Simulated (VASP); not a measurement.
# GaAg2P (P4/mmm) in VASP: notebook, part 2 of 2

VASP 6.6.1. Earlier steps stand in the parts before.

## 3. Single point, PBE

This run uses another cell than the first one, of the same volume but with other edges.

File INCAR:

```
SYSTEM = GaAg2P
ALGO     = Normal         ! electronic algorithm
EDIFF    = 1E-7           ! SCF threshold, eV
ENCUT    = 520            ! plane-wave cutoff, eV
GGA      = PE             ! functional
ISIF     = 2              ! what is computed and relaxed
ISMEAR   = 0              ! smearing method
LASPH    = .TRUE.         ! aspherical terms in the spheres
LCHARG   = .FALSE.        ! write CHGCAR
LREAL    = .FALSE.        ! projectors in reciprocal space
LWAVE    = .FALSE.        ! write WAVECAR
NBANDS   = 28             ! bands
NELM     = 60             ! most SCF steps
PREC     = Accurate       ! precision mode
SIGMA    = 0.1            ! smearing width, eV
```

File KPOINTS:

```
k-points
0
G
  4 4 4
  0 0 0
```

File POSCAR:

```
GaAg2P
1.0
    4.9775210847      0.0000000000      0.0000000000
    0.0000000000      4.9775210847      0.0000000000
    0.0000000000      0.0000000000      3.1002291731
Ga Ag P
1 2 1
Direct
    0.0000000000      0.0000000000      0.0000000000
    0.5000000000      0.0000000000      0.5000000000
    0.0000000000      0.5000000000      0.5000000000
    0.5000000000      0.5000000000      0.5000000000
```

Potentials or basis: VASP PAW PBE potentials, release 64 (Ga_d, Ag, P).

Launch:

```sh
cat potpaw_PBE.64/Ga_d/POTCAR potpaw_PBE.64/Ag/POTCAR potpaw_PBE.64/P/POTCAR > POTCAR
mpirun -np 1 vasp_std > vasp.out
```

OUTCAR:

```text
SYSTEM = GaAg2P
   EDIFF = 1E-7
   ENCUT = 520
   GGA = PE
   ISIF = 2
   ISMEAR = 0
   LASPH = .TRUE.
   LREAL = .FALSE.
   NELM = 60
   PREC = Accurate

 ion  position               nearest neighbor table
   1  0.000  0.000  0.000-   2 2.93   3 2.93   2 2.93   3 2.93   3 2.93   3 2.93   2 2.93   2 2.93

   2  0.500  0.000  0.500-   4 2.49   4 2.49   1 2.93   1 2.93   1 2.93   1 2.93   3 3.52   3 3.52
                             3 3.52   3 3.52
   3  0.000  0.500  0.500-   4 2.49   4 2.49   1 2.93   1 2.93   1 2.93   1 2.93   2 3.52   2 3.52
                             2 3.52   2 3.52
   4  0.500  0.500  0.500-   2 2.49   3 2.49   2 2.49   3 2.49

  LATTYP: Found a simple tetragonal cell.
 ALAT       =     4.9775210847
 C/A-ratio  =     0.6228460152

  Lattice vectors:

 A1 = (   4.9775210847,   0.0000000000,   0.0000000000)
 A2 = (   0.0000000000,   4.9775210847,   0.0000000000)
 A3 = (   0.0000000000,   0.0000000000,   3.1002291731)

Analysis of symmetry for initial positions (statically):
=====================================================================
 Subroutine PRICEL returns:
 Original cell was already a primitive cell.

 Routine SETGRP: Setting up the symmetry group for a
 simple tetragonal supercell.

 Subroutine GETGRP returns: Found 16 space group operations
 (whereof 16 operations were pure point group operations)
 out of a pool of 16 trial point group operations.

The static configuration has the point symmetry D_4h.

Analysis of symmetry for dynamics (positions and initial velocities):
=====================================================================
 Subroutine PRICEL returns:
 Original cell was already a primitive cell.

[... 118 lines left out ...]
   EFERMI =   0.00;   METHOD = LEGACY
   ISMEAR =     0;   SIGMA  =   0.10  broadening in eV -4-tet -1-fermi 0-gaus
   EFERMI_NEDOS =   21; number of points for ismear=-14 and -15
   IALGO  =     38    algorithm
   IMIX   =      4    mixing-type and parameters
     AMIX     =   0.40;   BMIX     =  1.00
     AMIX_MAG =   1.60;   BMIX_MAG =  1.00
  volume/ion in A,a.u.               =      19.20       129.59
  Fermi-wavevector in a.u.,A,eV,Ry     =   1.317108  2.488974 23.603037  1.734774
  Thomas-Fermi vector in A             =   2.447173
   LORBIT       =      0    0 simple, 1 ext, 2 COOP (PROOUT), +10 PAW based schemes
   GGA     = PE    functional components
   LHFCALC =     F    Hartree Fock is set to
   AEXX    =    0.0000 exact exchange contribution
   IVDW    =     0    specifies the selected vdW correction
   LEPSILON=     F    determine dielectric tensor
   LRPA    =     F    only Hartree local field effects (RPA)
 non-spin polarized calculation
 Gauss-broadening in eV      SIGMA  =   0.10
  energy-cutoff  :      520.00
  volume of cell :       76.81
 maximum number of plane-waves:      2086
 NGX is ok and might be reduce to    40

 number of electron      40.0000006 magnetization

 Free energy of the ion-electron system (eV)
  ---------------------------------------------------
  ext. energy  EPLUGINS =         0.00000000
  ---------------------------------------------------
  free energy    TOTEN  =       -12.68004734 eV

  energy without entropy =      -12.67054753  energy(sigma->0) =      -12.67529744

 E-fermi :   6.6185     XC(G=0): -10.9648

 val. band max:        6.5266402102   @ k =   0.5000   0.2500   0.2500
 cond. band min:       6.6848803464   @ k =   0.2500   0.0000   0.2500
 fundamental gap:      0.1582401363
 Fermi energy:         6.6185433016

 k-point     1 :       0.0000    0.0000    0.0000
  band No.  band energies     occupation
      1      -8.7527      2.00000
      2      -8.6906      2.00000
      3      -8.6613      2.00000
      4      -8.6386      2.00000
      5      -8.6386      2.00000
      6      -5.0428      2.00000
[... 547 lines left out ...]
     27      14.3697      0.00000
     28      14.7624      0.00000

------------------------ aborting loop because EDIFF is reached ----------------------------------------

  FORCE on cell =-STRESS in cart. coord.  units (eV):
  Direction    XX          YY          ZZ          XY          YZ          ZX
  --------------------------------------------------------------------------------------
  -------------------------------------------------------------------------------------
  Total       -0.0125013     -0.0125013      0.0733881      0.0000000      0.0000000      0.0000000
  in kB       -0.2607628     -0.2607628      1.5307912      0.0000000      0.0000000      0.0000000
  external PRESSURE =       0.3364219 kB  Pullay stress =       0.0000000 kB

 VOLUME and BASIS-vectors are now :
 -----------------------------------------------------------------------------
  energy-cutoff  :      520.00
  volume of cell :       76.81
      direct lattice vectors                 reciprocal lattice vectors
     4.977521085  0.000000000  0.000000000     0.200903217  0.000000000  0.000000000
     0.000000000  4.977521085  0.000000000     0.000000000  0.200903217  0.000000000
     0.000000000  0.000000000  3.100229173     0.000000000  0.000000000  0.322556800

 POSITION                                       TOTAL-FORCE (eV/Angst)
 -----------------------------------------------------------------------------------
      0.00000      0.00000      0.00000         0.000000      0.000000      0.000000
      2.48876      0.00000      1.55011         0.000000      0.000000      0.000000
      0.00000      2.48876      1.55011         0.000000      0.000000      0.000000
      2.48876      2.48876      1.55011         0.000000      0.000000      0.000000
 -----------------------------------------------------------------------------------
    total drift:                               -0.000000      0.000000     -0.000000

  FREE ENERGIE OF THE ION-ELECTRON SYSTEM (eV)
  ---------------------------------------------------
  free  energy   TOTEN  =       -12.6800473404 eV

  energy  without entropy=      -12.6705475308  energy(sigma->0) =      -12.67529744
```

stdout:

```text
POSCAR found type information on POSCAR GaAgP
 POSCAR found :  3 types and       4 ions
 scaLAPACK will be used
 LDA part: xc-table for (Slater+PW92), standard interpolation
 POSCAR, INCAR and KPOINTS ok, starting setup
 FFT: planning ... GRIDC
 FFT: planning ... GRID_SOFT
 FFT: planning ... GRID
 WAVECAR not read
 entering main loop
```

Wall time 22 s (1 thread of Intel Xeon 6975P-C (Granite Rapids), shared host); peak memory 0.2 GiB.

Results:

* Free energy: -12.6800 eV
* Pressure: 0.0 GPa
* Band gap on the k mesh: zero (band 20 reaches 9.78 eV, above the bottom of band 21 at 5.77 eV)

Levels at points of the mesh, in eV from the Fermi level:
| k point | band 17 | band 18 | band 19 | band 20 | band 21 | band 22 | band 23 | band 24 |
| --- | --- | --- | --- | --- | --- | --- | --- | --- |
| (0.00, 0.00, 0.00) | -3.73 | -3.73 | -2.78 | -0.45 | 0.64 | 0.64 | 2.25 | 3.51 |
| (0.50, 0.00, 0.00) | -4.49 | -2.14 | -1.89 | -1.28 | -0.53 | 2.75 | 5.31 | 5.53 |
| (0.50, 0.50, 0.00) | -4.35 | -3.75 | -3.75 | 3.16 | 3.64 | 3.64 | 5.28 | 6.01 |
| (0.00, 0.00, 0.50) | -3.28 | -2.44 | -1.80 | -1.80 | -0.44 | 3.19 | 3.66 | 3.66 |
| (0.50, 0.00, 0.50) | -3.03 | -2.72 | -2.49 | -0.97 | 0.98 | 1.46 | 2.64 | 3.10 |
| (0.50, 0.50, 0.50) | -2.67 | -1.66 | -1.58 | -0.85 | -0.85 | -0.76 | -0.76 | 7.20 |

Caveat: the k points lie up to 0.51 Å⁻¹ apart.

## 4. Single point, PBE

This run uses another cell than the first one, of 18.42 Å³/atom, 0.959 times its volume.

File INCAR:

```
PREC = Accurate
ENCUT = 520
EDIFF = 1E-7
ISMEAR = 0
SIGMA = 0.1
LREAL = F
LASPH = T
NELM = 80
ALGO = Normal
ISIF = 2
LWAVE = F
LCHARG = F
GGA = PE
NBANDS = 28
```

File KPOINTS:

```
Automatic mesh
0
Gamma
  4 4 6
```

File POSCAR:

```
GaAg2P
1.0
    5.1679422512      0.0000000000      0.0000000000
    0.0000000000      5.1679422512      0.0000000000
    0.0000000000      0.0000000000      2.7582186323
Ga Ag P
1 2 1
Direct
    0.0000000000      0.0000000000      0.0000000000
    0.5000000000      0.0000000000      0.5000000000
    0.0000000000      0.5000000000      0.5000000000
    0.5000000000      0.5000000000      0.5000000000
```

Potentials or basis: VASP PAW PBE potentials, release 64 (Ga_d, Ag, P).

Launch:

```sh
cat potpaw_PBE.64/Ga_d/POTCAR potpaw_PBE.64/Ag/POTCAR potpaw_PBE.64/P/POTCAR > POTCAR
mpirun -np 1 vasp_std > vasp.out
```

OUTCAR:

```text
PREC = Accurate
   ENCUT = 520
   EDIFF = 1E-7
   ISMEAR = 0
   LREAL = F
   LASPH = T
   NELM = 80
   ISIF = 2
   GGA = PE

 ion  position               nearest neighbor table
   1  0.000  0.000  0.000-   2 2.93   3 2.93   2 2.93   3 2.93   3 2.93   3 2.93   2 2.93   2 2.93

   2  0.500  0.000  0.500-   4 2.58   4 2.58   1 2.93   1 2.93   1 2.93   1 2.93
   3  0.000  0.500  0.500-   4 2.58   4 2.58   1 2.93   1 2.93   1 2.93   1 2.93
   4  0.500  0.500  0.500-   2 2.58   3 2.58   2 2.58   3 2.58
[... 943 lines left out ...]
  Direction    XX          YY          ZZ          XY          YZ          ZX
  --------------------------------------------------------------------------------------
  -------------------------------------------------------------------------------------
  Total       -0.0616531     -0.0616531     -0.0541434      0.0000000      0.0000000      0.0000000
  in kB       -1.3409159     -1.3409159     -1.1775839      0.0000000      0.0000000      0.0000000
  external PRESSURE =      -1.2864719 kB  Pullay stress =       0.0000000 kB

 VOLUME and BASIS-vectors are now :
 -----------------------------------------------------------------------------
  energy-cutoff  :      520.00
  volume of cell :       73.67
      direct lattice vectors                 reciprocal lattice vectors
     5.167942251  0.000000000  0.000000000     0.193500614  0.000000000  0.000000000
     0.000000000  5.167942251  0.000000000     0.000000000  0.193500614  0.000000000
     0.000000000  0.000000000  2.758218632     0.000000000  0.000000000  0.362552841

 POSITION                                       TOTAL-FORCE (eV/Angst)
 -----------------------------------------------------------------------------------
      0.00000      0.00000      0.00000         0.000000      0.000000      0.000000
      2.58397      0.00000      1.37911         0.000000      0.000000      0.000000
      0.00000      2.58397      1.37911         0.000000      0.000000      0.000000
      2.58397      2.58397      1.37911         0.000000      0.000000      0.000000
 -----------------------------------------------------------------------------------
    total drift:                               -0.000000      0.000000     -0.000000

  FREE ENERGIE OF THE ION-ELECTRON SYSTEM (eV)
  ---------------------------------------------------
  free  energy   TOTEN  =       -12.9480950439 eV

  energy  without entropy=      -12.9428570188  energy(sigma->0) =      -12.94547603
```

Wall time 26 s (1 thread of Intel Xeon 6975P-C (Granite Rapids), shared host); peak memory 0.21 GiB.

What came out:

- Free energy: -12.9481 eV
- Pressure: -0.1 GPa
- Band gap on the k mesh: zero (band 20 reaches 9.72 eV, above the bottom of band 21 at 5.99 eV)

Levels at points of the mesh, in eV from the Fermi level:
| k point | band 16 | band 17 | band 18 | band 19 | band 20 | band 21 | band 22 | band 23 | band 24 | band 25 |
| --- | --- | --- | --- | --- | --- | --- | --- | --- | --- | --- |
| (0.00, 0.00, 0.00) | -4.01 | -3.91 | -3.91 | -3.11 | -0.98 | 0.01 | 0.01 | 2.32 | 4.50 | 6.83 |
| (0.50, 0.00, 0.00) | -3.97 | -3.96 | -2.59 | -2.44 | -1.77 | -0.94 | 4.31 | 4.61 | 4.74 | 8.22 |
| (0.50, 0.50, 0.00) | -3.92 | -3.89 | -3.83 | -3.83 | 2.79 | 2.79 | 4.18 | 4.96 | 5.18 | 5.46 |
| (0.00, 0.00, 0.50) | -3.56 | -2.72 | -2.72 | -1.15 | -1.15 | -0.39 | 3.33 | 4.34 | 4.34 | 5.17 |
| (0.50, 0.00, 0.50) | -3.41 | -3.27 | -2.36 | -1.63 | -0.58 | 1.10 | 1.38 | 3.15 | 3.85 | 4.58 |
| (0.50, 0.50, 0.50) | -3.83 | -2.65 | -2.44 | -0.91 | -0.26 | -0.26 | 0.25 | 0.25 | 7.18 | 7.18 |

Caveat: the k points lie up to 0.38 Å⁻¹ apart.

## 5. The runs side by side

| cell | k mesh | gap on the mesh (eV) | pressure (GPa) |
| --- | --- | --- | --- |
| a = 3.836, b = 3.836, c = 5.221 Å, 4 atoms | 4 × 4 × 4 | none | 69.9 |
| a = 4.978, b = 4.978, c = 3.100 Å, 4 atoms | 4 × 4 × 4 | none | 0.0 |
| a = 5.168, b = 5.168, c = 2.758 Å, 4 atoms | 4 × 4 × 6 | none | -0.1 |

Alike in all rows: task single point; level PBE; potentials or basis VASP PAW PBE potentials, release 64 (Ga_d, Ag, P); no spin polarisation; cutoff (eV) 520; smearing gaussian 0.1 eV.

Caveats: all runs use coarse meshes.

Absolute energies hang on the potentials; compare differences alone.
